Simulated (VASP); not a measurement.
# Na4Bi (Im-3m) in VASP: notebook

The runs below take Na4Bi through single point, relaxation of cell and atoms, with PBE.

Everything below comes from runs of VASP 6.6.1. Logs are shortened: lines on timing, memory, paths and dates and some standing lists are left out, and cuts for length are marked.

## Step 1: The cell of the first run

It takes space group Im-3m (No. 229, cubic). Conventional cell: a = 7.415 Å, b = 7.415 Å, c = 7.415 Å, α = 90.00°, β = 90.00°, γ = 90.00°. Within 4.2 Å of Na (site symmetry -3m) lie 2 Bi at 3.21 Å and 6 Na at 3.71 Å. Bi (site symmetry m-3m) has 8 Na at 3.21 Å within 4.2 Å.

## Step 2: Single point, PBE

Input file INCAR:

```
ALGO = Normal
EDIFF = 1E-7
ENCUT = 520
GGA = PE
ISIF = 2
ISMEAR = 0
LASPH = T
LCHARG = F
LREAL = F
LWAVE = F
NBANDS = 30
NELM = 100
PREC = Accurate
SIGMA = 0.1
```

Input file KPOINTS:

```
k-points
0
Gamma
  8 8 8
```

Input file POSCAR:

```
Na4Bi
1.0
   -3.7075346283      3.7075346283      3.7075346283
    3.7075346283     -3.7075346283      3.7075346283
    3.7075346283      3.7075346283     -3.7075346283
Na Bi
4 1
Direct
    0.5000000000      0.5000000000      0.5000000000
    0.5000000000      0.0000000000      0.0000000000
    0.0000000000      0.0000000000      0.5000000000
    0.0000000000      0.5000000000      0.0000000000
    0.0000000000      0.0000000000      0.0000000000
```

Potentials or basis: VASP PAW PBE potentials, release 64 (Na_pv, Bi_d).

Run with:

```bash
$ cat potpaw_PBE.64/Na_pv/POTCAR potpaw_PBE.64/Bi_d/POTCAR > POTCAR
$ mpirun -np 1 vasp_std > vasp.out
```

OUTCAR:

```text
EDIFF = 1E-7
   ENCUT = 520
   GGA = PE
   ISIF = 2
   ISMEAR = 0
   LASPH = T
   LREAL = F
   NELM = 100
   PREC = Accurate

 ion  position               nearest neighbor table
   1  0.500  0.500  0.500-   5 3.21   5 3.21
   2  0.500  0.000  0.000-   5 3.21   5 3.21
   3  0.000  0.000  0.500-   5 3.21   5 3.21
   4  0.000  0.500  0.000-   5 3.21   5 3.21
   5  0.000  0.000  0.000-   1 3.21   2 3.21   3 3.21   4 3.21   3 3.21   4 3.21   2 3.21   1 3.21

  LATTYP: Found a body centered cubic cell.
 ALAT       =     7.4150692566

  Lattice vectors:

 A1 = (  -3.7075346283,   3.7075346283,   3.7075346283)
 A2 = (   3.7075346283,  -3.7075346283,   3.7075346283)
 A3 = (   3.7075346283,   3.7075346283,  -3.7075346283)

Analysis of symmetry for initial positions (statically):
=====================================================================
 Subroutine PRICEL returns:
 Original cell was already a primitive cell.

 Routine SETGRP: Setting up the symmetry group for a
 body centered cubic supercell.

 Subroutine GETGRP returns: Found 48 space group operations
 (whereof 48 operations were pure point group operations)
 out of a pool of 48 trial point group operations.

The static configuration has the point symmetry O_h .

Analysis of symmetry for dynamics (positions and initial velocities):
=====================================================================
 Subroutine PRICEL returns:
 Original cell was already a primitive cell.

 Routine SETGRP: Setting up the symmetry group for a
 body centered cubic supercell.

 Subroutine GETGRP returns: Found 48 space group operations
 (whereof 48 operations were pure point group operations)
 out of a pool of 48 trial point group operations.

The dynamic configuration has the point symmetry O_h .

 Subroutine INISYM returns: Found 48 space group operations
 (whereof 48 operations are pure point group operations),
 and found     1 'primitive' translations

----------------------------------------------------------------------------------------

                                     Primitive cell

  volume of cell :     203.8523

  direct lattice vectors                    reciprocal lattice vectors
    -3.707534628  3.707534628  3.707534628     0.000000000  0.134860507  0.134860507
     3.707534628 -3.707534628  3.707534628     0.134860507  0.000000000  0.134860507
     3.707534628  3.707534628 -3.707534628     0.134860507  0.134860507  0.000000000

  length of vectors
     6.421638347  6.421638347  6.421638347     0.190721558  0.190721558  0.190721558

  position of ions in fractional coordinates (direct lattice)
     0.500000000  0.500000000  0.500000000
     0.500000000  0.000000000  0.000000000
     0.000000000  0.000000000  0.500000000
     0.000000000  0.500000000  0.000000000
     0.000000000  0.000000000  0.000000000

  ion indices of the primitive-cell ions
   primitive index   ion index
                 1           1
                 2           2
                 3           3
                 4           4
                 5           5

----------------------------------------------------------------------------------------

 KPOINTS: k-points

Automatic generation of k-mesh.
 Grid dimensions read from file:
 generate k-points for:    8    8    8

 Generating k-lattice:

  Cartesian coordinates                     Fractional coordinates (reciprocal lattice)
     0.000000000  0.016857563  0.016857563     0.125000000  0.000000000  0.000000000
     0.016857563  0.000000000  0.016857563     0.000000000  0.125000000  0.000000000
     0.016857563  0.016857563  0.000000000     0.000000000  0.000000000  0.125000000

  Length of vectors
     0.023840195  0.023840195  0.023840195

  Shift w.r.t. Gamma in fractional coordinates (k-lattice)
     0.000000000  0.000000000  0.000000000

 Subroutine IBZKPT returns following result:
 ===========================================

 Found     29 irreducible k-points:

 Following reciprocal coordinates:
            Coordinates               Weight
  0.000000  0.000000  0.000000      1.000000
  0.125000  0.000000  0.000000     12.000000
  0.250000  0.000000  0.000000     12.000000
  0.375000  0.000000  0.000000     12.000000
  0.500000  0.000000  0.000000      6.000000
  0.125000  0.125000  0.000000     24.000000
[... 16 lines left out ...]
 -0.250000  0.250000  0.250000      6.000000
 -0.375000  0.375000  0.250000     24.000000
 [... further k-points ...]
   k-points           NKPTS =     29   k-points in BZ     NKDIM =     29   number of bands    NBANDS=     30
   number of dos      NEDOS =    301   number of ions     NIONS =      5
   total plane-waves  NPLWV = 110592
   dimension x,y,z NGX =    48 NGY =   48 NGZ =   48
   dimension x,y,z NGXF=    96 NGYF=   96 NGZF=   96
   ions per type =               4   1
   NGX,Y,Z   is equivalent  to a cutoff of  12.43, 12.43, 12.43 a.u.
   NGXF,Y,Z  is equivalent  to a cutoff of  24.85, 24.85, 24.85 a.u.
 SYSTEM =  unknown system
   PREC   = accura    normal or accurate (medium, high low for compatibility)
   ISTART =      0    job   : 0-new  1-cont  2-samecut
   ICHARG =      2    charge: 1-file 2-atom 10-const
   ISPIN  =      1    spin polarized calculation?
   LNONCOLLINEAR =      F non collinear calculations
   LSORBIT =      F    spin-orbit coupling
   LASPH  =      T    aspherical Exc in radial PAW
   ENCUT  =  520.0 eV  38.22 Ry    6.18 a.u.  11.94 11.94 11.94*2*pi/ulx,y,z
   NELM   =    100;   NELMIN=  2; NELMDL= -5     # of ELM steps
   EDIFF  = 0.1E-06   stopping-criterion for ELM
   LREAL  =      F    real-space projection
   EDIFFG = 0.1E-05   stopping-criterion for IOM
   NSW    =      0    number of steps for IOM
   IBRION =     -1    ionic relax: 0-MD 1-quasi-New 2-CG
   NFREE  =      0    steps in history (QN), initial steepest desc. (CG)
   ISIF   =      2    stress and relaxation
   ISYM   =      2    0-nonsym 1-usesym 2-fastsym
   POTIM  = 0.5000    time-step for ionic-motion
   TEBEG  =    0.0;   TEEND  =   0.0 temperature during run
   PSTRESS=    0.0 pullay stress
   NELECT =      43.0000    total number of electrons
   NUPDOWN=      -1.0000    fix difference up-down
   EMIN   =  10.00;   EMAX   =-10.00  energy-range for DOS
   EFERMI =   0.00;   METHOD = LEGACY
   ISMEAR =     0;   SIGMA  =   0.10  broadening in eV -4-tet -1-fermi 0-gaus
   EFERMI_NEDOS =   21; number of points for ismear=-14 and -15
   IALGO  =     38    algorithm
   IMIX   =      4    mixing-type and parameters
     AMIX     =   0.40;   BMIX     =  1.00
     AMIX_MAG =   1.60;   BMIX_MAG =  1.00
  volume/ion in A,a.u.               =      40.77       275.13
  Fermi-wavevector in a.u.,A,eV,Ry     =   0.974524  1.841583 12.921406  0.949697
  Thomas-Fermi vector in A             =   2.104990
   LORBIT       =      0    0 simple, 1 ext, 2 COOP (PROOUT), +10 PAW based schemes
   GGA     = PE    functional components
   LHFCALC =     F    Hartree Fock is set to
   AEXX    =    0.0000 exact exchange contribution
   IVDW    =     0    specifies the selected vdW correction
   LEPSILON=     F    determine dielectric tensor
   LRPA    =     F    only Hartree local field effects (RPA)
 non-spin polarized calculation
 Gauss-broadening in eV      SIGMA  =   0.10
  energy-cutoff  :      520.00
  volume of cell :      203.85
 maximum number of plane-waves:      5594
   NGX = 23   NGY = 23   NGZ = 23

 number of electron      42.9999973 magnetization

 Free energy of the ion-electron system (eV)
  ---------------------------------------------------
  ext. energy  EPLUGINS =         0.00000000
  ---------------------------------------------------
  free energy    TOTEN  =       -10.09245384 eV

  energy without entropy =      -10.08472724  energy(sigma->0) =      -10.08859054

 E-fermi :   1.2428     XC(G=0):  -6.5787

 val. band max:        1.1520074440   @ k =   0.5000   0.5000   0.5000
 cond. band min:       1.2760919396   @ k =   0.5000   0.5000   0.3750
 fundamental gap:      0.1240844957
 Fermi energy:         1.2428119286

 k-point     1 :       0.0000    0.0000    0.0000
  band No.  band energies     occupation
      1     -23.9787      2.00000
      2     -23.9787      2.00000
      3     -23.9787      2.00000
      4     -23.9680      2.00000
      5     -23.9680      2.00000
      6     -23.9680      2.00000
[... 22 lines left out ...]
     29       3.8847      0.00000
     30       3.8847      0.00000

 k-point     2 :       0.1250    0.0000    0.0000
  band No.  band energies     occupation
      1     -23.9784      2.00000
      2     -23.9784      2.00000
      3     -23.9779      2.00000
      4     -23.9682      2.00000
      5     -23.9682      2.00000
      6     -23.9675      2.00000
[... 22 lines left out ...]
     29       4.3917      0.00000
     30       4.8661      0.00000

 k-point     3 :       0.2500    0.0000    0.0000
  band No.  band energies     occupation
      1     -23.9776      2.00000
      2     -23.9775      2.00000
      3     -23.9755      2.00000
      4     -23.9689      2.00000
      5     -23.9688      2.00000
      6     -23.9663      2.00000
[... 22 lines left out ...]
     29       5.2611      0.00000
     30       5.5581      0.00000

 k-point     4 :       0.3750    0.0000    0.0000
  band No.  band energies     occupation
      1     -23.9767      2.00000
      2     -23.9765      2.00000
      3     -23.9721      2.00000
      4     -23.9697      2.00000
      5     -23.9695      2.00000
      6     -23.9644      2.00000
[... 616 lines left out ...]
     29       5.4616      0.00000
     30       5.4616      0.00000

 k-point    23 :      -0.2500    0.2500    0.2500
  band No.  band energies     occupation
      1     -23.9799      2.00000
      2     -23.9744      2.00000
      3     -23.9744      2.00000
      4     -23.9743      2.00000
      5     -23.9644      2.00000
      6     -23.9642      2.00000
[... 22 lines left out ...]
     29       6.3465      0.00000
     30       6.3465      0.00000

 k-point    24 :      -0.3750    0.3750    0.2500
  band No.  band energies     occupation
      1     -23.9800      2.00000
      2     -23.9766      2.00000
      3     -23.9734      2.00000
      4     -23.9727      2.00000
      5     -23.9674      2.00000
      6     -23.9627      2.00000
[... 22 lines left out ...]
     29       5.9766      0.00000
     30       6.5501      0.00000

 [... further k-points ...]

------------------------ aborting loop because EDIFF is reached ----------------------------------------

  FORCE on cell =-STRESS in cart. coord.  units (eV):
  Direction    XX          YY          ZZ          XY          YZ          ZX
  --------------------------------------------------------------------------------------
  -------------------------------------------------------------------------------------
  Total       -0.0278578     -0.0278578     -0.0278578      0.0000000      0.0000000     -0.0000000
  in kB       -0.2189487     -0.2189487     -0.2189487      0.0000000      0.0000000     -0.0000000
  external PRESSURE =      -0.2189487 kB  Pullay stress =       0.0000000 kB

 VOLUME and BASIS-vectors are now :
 -----------------------------------------------------------------------------
  energy-cutoff  :      520.00
  volume of cell :      203.85
      direct lattice vectors                 reciprocal lattice vectors
    -3.707534628  3.707534628  3.707534628     0.000000000  0.134860507  0.134860507
     3.707534628 -3.707534628  3.707534628     0.134860507  0.000000000  0.134860507
     3.707534628  3.707534628 -3.707534628     0.134860507  0.134860507  0.000000000

 POSITION                                       TOTAL-FORCE (eV/Angst)
 -----------------------------------------------------------------------------------
      1.85377      1.85377      1.85377        -0.000000      0.000000     -0.000000
     -1.85377      1.85377      1.85377        -0.000000     -0.000000      0.000000
      1.85377      1.85377     -1.85377         0.000000     -0.000000      0.000000
      1.85377     -1.85377      1.85377         0.000000      0.000000      0.000000
      0.00000      0.00000      0.00000        -0.000000     -0.000000     -0.000000
 -----------------------------------------------------------------------------------
    total drift:                                0.000000      0.000000     -0.000000

  FREE ENERGIE OF THE ION-ELECTRON SYSTEM (eV)
  ---------------------------------------------------
  free  energy   TOTEN  =       -10.0924538412 eV

  energy  without entropy=      -10.0847272440  energy(sigma->0) =      -10.08859054
```

It took 1.7 min on 1 thread of AMD EPYC 9R45 (Zen 5), shared host; peak memory 0.37 GiB.

What came out:

```
Free energy : -10.0925 eV
Pressure    : 0.0 GPa
```

Levels at points of the mesh, in eV from the Fermi level:
| k point | band 18 | band 19 | band 20 | band 21 | band 22 | band 23 | band 24 | band 25 |
| --- | --- | --- | --- | --- | --- | --- | --- | --- |
| (0.00, 0.00, 0.00) | -10.35 | -1.76 | -1.46 | -1.46 | -1.46 | 2.34 | 2.34 | 2.34 |
| (0.50, 0.00, 0.00) | -10.30 | -2.74 | -1.79 | -1.52 | -0.46 | 1.09 | 1.50 | 2.15 |
| (0.50, 0.50, 0.50) | -10.25 | -2.24 | -2.24 | -2.24 | -0.09 | -0.09 | 2.61 | 2.61 |

Caveat: spin-orbit coupling is left out, which moves the levels of the heavy elements.

## Step 3: Single point, PBE

Input file INCAR:

```
SYSTEM = Na4Bi
ALGO     = Normal         ! electronic algorithm
EDIFF    = 1E-6           ! SCF threshold, eV
ENCUT    = 520            ! plane-wave cutoff, eV
GGA      = PE             ! functional
ISIF     = 2              ! what is computed and relaxed
ISMEAR   = 0              ! smearing method
LASPH    = .True.         ! aspherical terms in the spheres
LCHARG   = .True.         ! write CHGCAR
LELF     = .True.         ! ELF
LREAL    = .False.        ! projectors in reciprocal space
LVHAR    = .True.       
LWAVE    = .False.        ! write WAVECAR
NBANDS   = 30             ! bands
NELM     = 100            ! most SCF steps
PREC     = Accurate       ! precision mode
SIGMA    = 0.1            ! smearing width, eV
```

Input file KPOINTS:

```
k-points
0
Gamma
  8 8 8
  0 0 0
```

POSCAR is that of step 2.

Potentials or basis: VASP PAW PBE potentials, release 64 (Na_pv, Bi_d).

Run with:

```bash
$ cat potpaw_PBE.64/Na_pv/POTCAR potpaw_PBE.64/Bi_d/POTCAR > POTCAR
$ mpirun -np 1 vasp_std > vasp.out
```

OUTCAR:

```text
SYSTEM = Na4Bi
   EDIFF = 1E-6
   ENCUT = 520
   GGA = PE
   ISIF = 2
   ISMEAR = 0
   LASPH = .True.
   LREAL = .False.
   NELM = 100
   PREC = Accurate

 ion  position               nearest neighbor table
   1  0.500  0.500  0.500-   5 3.21   5 3.21
   2  0.500  0.000  0.000-   5 3.21   5 3.21
   3  0.000  0.000  0.500-   5 3.21   5 3.21
   4  0.000  0.500  0.000-   5 3.21   5 3.21
   5  0.000  0.000  0.000-   1 3.21   2 3.21   3 3.21   4 3.21   3 3.21   4 3.21   2 3.21   1 3.21
[... 995 lines left out ...]
  --------------------------------------------------------------------------------------
  -------------------------------------------------------------------------------------
  Total       -0.0343807     -0.0343807     -0.0343807      0.0000000      0.0000000     -0.0000000
  in kB       -0.2702155     -0.2702155     -0.2702155      0.0000000      0.0000000     -0.0000000
  external PRESSURE =      -0.2702155 kB  Pullay stress =       0.0000000 kB

 VOLUME and BASIS-vectors are now :
 -----------------------------------------------------------------------------
  energy-cutoff  :      520.00
  volume of cell :      203.85
      direct lattice vectors                 reciprocal lattice vectors
    -3.707534628  3.707534628  3.707534628     0.000000000  0.134860507  0.134860507
     3.707534628 -3.707534628  3.707534628     0.134860507  0.000000000  0.134860507
     3.707534628  3.707534628 -3.707534628     0.134860507  0.134860507  0.000000000

 POSITION                                       TOTAL-FORCE (eV/Angst)
 -----------------------------------------------------------------------------------
      1.85377      1.85377      1.85377         0.000000      0.000000      0.000000
     -1.85377      1.85377      1.85377         0.000000      0.000000     -0.000000
      1.85377      1.85377     -1.85377        -0.000000     -0.000000      0.000000
      1.85377     -1.85377      1.85377        -0.000000      0.000000     -0.000000
      0.00000      0.00000      0.00000         0.000000      0.000000      0.000000
 -----------------------------------------------------------------------------------
    total drift:                                0.000000      0.000000     -0.000000

  FREE ENERGIE OF THE ION-ELECTRON SYSTEM (eV)
  ---------------------------------------------------
  free  energy   TOTEN  =       -10.0924537900 eV

  energy  without entropy=      -10.0847274073  energy(sigma->0) =      -10.08859060
```

stdout:

```text
POSCAR found type information on POSCAR NaBi
 POSCAR found :  2 types and       5 ions
 scaLAPACK will be used
 LDA part: xc-table for (Slater+PW92), standard interpolation
 POSCAR, INCAR and KPOINTS ok, starting setup
 FFT: planning ... GRIDC
 FFT: planning ... GRID_SOFT
 FFT: planning ... GRID
 WAVECAR not read
 entering main loop
```

It took 1.7 min on 1 thread of AMD EPYC 9R45 (Zen 5), shared host; peak memory 0.37 GiB.

What came out:

```yaml
Free_energy: -10.0925 eV
Pressure: 0.0 GPa
```

Levels at points of the mesh, in eV from the Fermi level:
```
           k point  band 19  band 20  band 21  band 22  band 23  band 24
(0.00, 0.00, 0.00)    -1.76    -1.46    -1.46    -1.46     2.34     2.34
(0.50, 0.00, 0.00)    -2.74    -1.79    -1.52    -0.46     1.09     1.50
(0.50, 0.50, 0.50)    -2.24    -2.24    -2.24    -0.09    -0.09     2.61
```

Caveat: spin-orbit coupling is left out, which moves the levels of the heavy elements.

## Step 4: Relaxation of cell and atoms, PBE

This run uses another cell than the first one, of 40.44 Å³/atom, 0.992 times its volume.

Input file INCAR:

```
SYSTEM = Na4Bi
ALGO = Normal
EDIFF = 1E-6
EDIFFG = -0.01
ENCUT = 600
GGA = PE
IBRION = 2
ISIF = 3
ISMEAR = 0
LASPH = .True.
LCHARG = .False.
LREAL = .False.
LWAVE = .False.
NELM = 100
NSW = 100
PREC = Accurate
SIGMA = 0.1
```

KPOINTS is that of step 3.

POSCAR: that of step 3 with these lines changed.

```diff
@@ -2,5 +2,5 @@
 1.0
-   -3.7075346283      3.7075346283      3.7075346283
-    3.7075346283     -3.7075346283      3.7075346283
-    3.7075346283      3.7075346283     -3.7075346283
+   -3.6973929131      3.6973929131      3.6973929131
+    3.6973929131     -3.6973929131      3.6973929131
+    3.6973929131      3.6973929131     -3.6973929131
 Na Bi
```

Run with:

```bash
$ cat potpaw_PBE.64/Na_pv/POTCAR potpaw_PBE.64/Bi_d/POTCAR > POTCAR
$ mpirun -np 1 vasp_std > vasp.out
```

It took 3.9 min on 1 thread of AMD EPYC 9R45 (Zen 5), shared host; peak memory 0.48 GiB.

Results (log left out):

```yaml
Free_energy: -10.0924 eV
Relaxed_volume: 40.67 Å³/atom
Relaxed_cell: a = 6.416 Å, b = 6.416 Å, c = 6.416 Å, α = 109.47°, β = 109.47°, γ = 109.47°
Space_group_after_relaxing_to_0.05_Å: Im-3m (No. 229)
Energy_gained_by_relaxing: 0.1 meV/atom
Ionic_steps: 3
Pressure_after_relaxing: 0.0 GPa
```

The path:
```
step  energy change (eV)  largest force (eV/Å)  pressure (GPa)  volume (Å³)
   1              0.0000                0.0000            0.08       202.18
   2             -0.0003                0.0000            0.05       202.78
   3             -0.0004                0.0000            0.02       203.34
```

Final structure:
```yaml
crystal:
  lattice:
    - [-3.70442, 3.70442, 3.70442]
    - [3.70442, -3.70442, 3.70442]
    - [3.70442, 3.70442, -3.70442]
  atoms:
    - { symbol: Na, position: [0.50000, 0.50000, 0.50000] }
    - { symbol: Na, position: [0.50000, 0.00000, 0.00000] }
    - { symbol: Na, position: [0.00000, 0.00000, 0.50000] }
    - { symbol: Na, position: [0.00000, 0.50000, 0.00000] }
    - { symbol: Bi, position: [0.00000, 0.00000, 0.00000] }
```

Levels at points of the mesh, in eV from the Fermi level:
| k point | band 17 | band 18 | band 19 | band 20 | band 21 | band 22 | band 23 | band 24 | band 25 |
| --- | --- | --- | --- | --- | --- | --- | --- | --- | --- |
| (0.00, 0.00, 0.00) | -22.19 | -10.36 | -1.76 | -1.46 | -1.46 | -1.46 | 2.35 | 2.35 | 2.35 |
| (0.50, 0.00, 0.00) | -22.19 | -10.30 | -2.75 | -1.79 | -1.53 | -0.46 | 1.09 | 1.50 | 2.15 |
| (0.50, 0.50, 0.50) | -22.19 | -10.26 | -2.24 | -2.24 | -2.24 | -0.09 | -0.09 | 2.62 | 2.62 |

Caveat: spin-orbit coupling is left out, which moves the levels of the heavy elements.
